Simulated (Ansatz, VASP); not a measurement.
Two plane-wave programs on CuH2

The input INCAR:

```
  ALGO = Normal
  EDIFF = 1E-6
  EDIFFG = -0.005
  ENCUT = 600
  GGA = PE
  IBRION = 2
  ISIF = 3
  ISMEAR = -1
  LASPH = T
  LCHARG = F
  LREAL = F
  LWAVE = F
  NELM = 60
  NSW = 100
  PREC = Accurate
  SIGMA = 0.05
```

Contents of KPOINTS:

```
k-points
0
Gamma
  14 14 8
```

File POSCAR:

```
CuH2
1.0
    2.8878374627      0.0000000000      0.0000000000
   -1.4439187314      2.5009406047      0.0000000000
    0.0000000000      0.0000000000      4.6205399404
Cu H
1 2
Direct
    0.0000000000      0.0000000000      0.0000000000
    0.3333333333      0.6666666667      0.2500000000
    0.6666666667      0.3333333333      0.7500000000
```

Input for Ansatz:

```yaml
crystal:
  lattice:
    - [2.8878374627, 0.0, 0.0]
    - [-1.4439187314, 2.5009406047, 0.0]
    - [0.0, 0.0, 4.6205399404]
  atoms:
    - { symbol: Cu, position: [0.0, 0.0, 0.0] }
    - { symbol: H, position: [0.3333333333, 0.6666666667, 0.25] }
    - { symbol: H, position: [0.6666666667, 0.3333333333, 0.75] }
kpoints:
  mp_grid: { grid: [14, 14, 8] }
scf:
  occupations: { method: fermi_dirac, width: 0.05 }
hamiltonian:
  xc: pbe
  pseudopotentials: { kind: paw }
output:
  forces: true
  stress: true
relax:
  f_tol: 0.005
  max_steps: 80
  cell: {}
```

Alike in both runs: task relaxation of cell and atoms; functional PBE; k mesh 14 × 14 × 8; occupations fermi-dirac, width 0.05 eV; no spin polarisation.

|  | VASP | Ansatz |
| --- | --- | --- |
| version | VASP 6.6.1 | Ansatz 0.2.0 |
| potentials or method | VASP PAW PBE potentials, release 64 (Cu, H) | PAW with Ansatz's default frozen-core files, scalar-relativistic |
| plane-wave cutoff (eV) | 600 | 420 |
| valence electrons in the cell | 13 | 21 |

```tsv
	VASP	Ansatz	Ansatz less VASP
relaxed volume (Å³/atom)	9.14	9.20	+0.064
relaxed cell length with the largest relative difference (Å)	4.830	4.873	+0.0430
```

VASP's potentials hold 13 valence electrons a cell and Ansatz's 21, so a difference there can come from the potentials and not from the codes.

Noted on VASP's run: the volume moved by over 15 % at a fixed basis, so the end points are rough.
